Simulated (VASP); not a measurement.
Set up this calculation in VASP 6.6.1, as the native input.

| Property | Result |
| --- | --- |
| Task | relaxation of cell and atoms |
| Functional | r2SCAN |
| Potentials or basis | VASP PAW PBE potentials, release 64 (Sc_sv) |
| Cutoff | 550 eV |
| k mesh | 9 × 9 × 9 |
| Occupations | gaussian, width 0.1 eV |
| Spin | no spin polarisation |
| Target pressure | 20 GPa |
| Dipole correction | no |
| Further INCAR settings | ALGO = Normal; EDIFF = 1e-07; IBRION = 2; EDIFFG = -0.01; NSW = 60; ISIF = 3 |

Crystal: Sc.

```
CELL_PARAMETERS angstrom
-1.84000 1.84000 1.84000
1.84000 -1.84000 1.84000
1.84000 1.84000 -1.84000
ATOMIC_POSITIONS crystal
Sc 0.00000 0.00000 0.00000
```

This isn't the form of Sc at room conditions, which is hcp.

The input as run:

POSCAR

```
Sc
1.0
   -1.8400000000      1.8400000000      1.8400000000
    1.8400000000     -1.8400000000      1.8400000000
    1.8400000000      1.8400000000     -1.8400000000
Sc
1
Direct
    0.0000000000      0.0000000000      0.0000000000
```

INCAR.step1

```
ALGO     = Normal         # electronic algorithm
EDIFF    = 1E-5           # SCF threshold, eV
EDIFFG   = -0.005         # ionic threshold
ENCUT    = 550            # plane-wave cutoff, eV
GGA      = PE             # functional
GGA_COMPAT= False        
IBRION   = 2              # ionic algorithm
ISIF     = 3              # what is computed and relaxed
ISMEAR   = 0              # smearing method
LASPH    = True           # aspherical terms in the spheres
LCHARG   = False          # write CHGCAR
LREAL    = False          # projectors in reciprocal space
LWAVE    = True           # write WAVECAR
NELM     = 120            # most SCF steps
NELMIN   = 4            
NSW      = 100            # ionic steps
PREC     = Accurate       # precision mode
SIGMA    = 0.1            # smearing width, eV
```

INCAR.step2

```
ALGO     = Normal         # electronic algorithm
EDIFF    = 1E-7           # SCF threshold, eV
EDIFFG   = -0.01          # ionic threshold
ENCUT    = 550            # plane-wave cutoff, eV
GGA_COMPAT= False        
IBRION   = 2              # ionic algorithm
ISIF     = 3              # what is computed and relaxed
ISMEAR   = 0              # smearing method
ISTART   = 1            
LASPH    = True           # aspherical terms in the spheres
LCHARG   = False          # write CHGCAR
LMIXTAU  = True         
LREAL    = False          # projectors in reciprocal space
LWAVE    = False          # write WAVECAR
METAGGA  = R2SCAN         # meta-GGA
NELM     = 120            # most SCF steps
NELMIN   = 4            
NSW      = 60             # ionic steps
PREC     = Accurate       # precision mode
PSTRESS  = 200.0        
SIGMA    = 0.1            # smearing width, eV
```

KPOINTS

```
k-points
0
Gamma
  9 9 9
```

Potentials or basis: VASP PAW PBE potentials, release 64 (Sc_sv).

Command:

```bash
$ cat potpaw_PBE.64/Sc_sv/POTCAR > POTCAR
$ cp INCAR.step1 INCAR
$ mpirun -np 1 vasp_std > vasp.out
$ cp INCAR.step2 INCAR
$ mpirun -np 1 vasp_std > vasp.out
```

It gave:

| Item | Value |
| --- | --- |
| Relaxed volume | 19.58 Å³/atom |
| Relaxed cell | a = 2.941 Å, b = 2.941 Å, c = 2.941 Å, α = 109.47°, β = 109.47°, γ = 109.47° |
| Space group after relaxing (to 0.1 Å) | Im-3m (No. 229) |
| Energy change on relaxing (the run minimises the enthalpy) | +295.2 meV/atom |
| Ionic steps | 4 |
| Pressure after relaxing | 19.9 GPa |
| Band gap on the k mesh | zero (an odd number of electrons rules out a gap without spin polarisation) |

Caveat: the cell is relaxed towards a set pressure, so the run minimises the enthalpy, not the energy; the volume moved by over 15 % at a fixed basis, so the end points are rough; the PAW data sets were made with another functional, which shifts forces and pressure a little.

Wall time 110 s on 1 thread of Intel(R) Xeon(R) Platinum 8259CL CPU @ 2.50GHz (Skylake/Cascade Lake), on a shared host, peak memory 0.16 GiB.
